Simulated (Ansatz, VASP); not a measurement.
# Si3C in VASP and in Ansatz

INCAR

```
SYSTEM = Si3C
ALGO = Normal
EDIFF = 1E-7
ENCUT = 520
GGA = PE
ISIF = 2
ISMEAR = 0
LASPH = .True.
LCHARG = .True.
LELF = .True.
LREAL = .False.
LVHAR = .True.
LWAVE = .False.
NBANDS = 26
NELM = 100
PREC = Accurate
SIGMA = 0.2
```

The input KPOINTS:

```
k-points
0
Gamma
  12 12 2
  0 0 0
```

The input POSCAR:

```
Si3C
1.0
    2.5812333305      0.0000000000      0.0000000000
   -1.2906166653      2.2354136373      0.0000000000
    0.0000000000      0.0000000000     17.8011065359
Si C
6 2
Direct
    1.0000000000      1.0000000000      0.3557841447
    1.0000000000      1.0000000000      0.8557841447
    0.0000000000      0.0000000000      0.5000000000
    0.0000000000      0.0000000000      1.0000000000
    0.0000000000      0.0000000000      0.1442158553
    0.0000000000      0.0000000000      0.6442158553
    0.0000000000      0.0000000000      0.2500000000
    0.0000000000      0.0000000000      0.7500000000
```

Input for Ansatz:

```yaml
crystal:
  lattice:
    - [2.5812333305, 0.0, 0.0]
    - [-1.2906166653, 2.2354136373, 0.0]
    - [0.0, 0.0, 17.8011065359]
  atoms:
    - { symbol: Si, position: [1.0, 1.0, 0.3557841447] }
    - { symbol: Si, position: [1.0, 1.0, 0.8557841447] }
    - { symbol: Si, position: [0.0, 0.0, 0.5] }
    - { symbol: Si, position: [0.0, 0.0, 1.0] }
    - { symbol: Si, position: [0.0, 0.0, 0.1442158553] }
    - { symbol: Si, position: [0.0, 0.0, 0.6442158553] }
    - { symbol: C, position: [0.0, 0.0, 0.25] }
    - { symbol: C, position: [0.0, 0.0, 0.75] }
basis:
  ecutwfc: 420
kpoints:
  mp_grid: { grid: [12, 12, 2] }
hamiltonian:
  xc: pbe
scf:
  occupations: { method: gaussian, width: 0.2 }
  lower_state_search: "off"
output:
  forces: true
  stress: true
  eigenvalues: true
```

Alike in both runs: task single point; functional PBE; k mesh 12 × 12 × 2; occupations gaussian, width 0.2 eV; no spin polarisation.

```csv
,VASP,Ansatz
version,VASP 6.6.1,Ansatz 0.2.0
potentials or method,"VASP PAW PBE potentials, release 64 (Si, C), cutoff 520 eV","scalar-relativistic, plane waves, PAW"
valence electrons in the cell,32,32
```

```tsv
	VASP	Ansatz	Ansatz less VASP
gap on the k mesh at the Fermi level (eV)	none	none	-
pressure (GPa)	-0.3	-0.2	+0.06
traceless stress, the component that is largest in VASP (GPa)	-0.55	-0.59	-0.038
rms of the force components (eV/Å)	0.009	0.009	+0.0006
```

Atom by atom the forces differ by 0.001 eV/Å (rms over components). A gap of «none» marks a metal or a gap that the smearing closes.
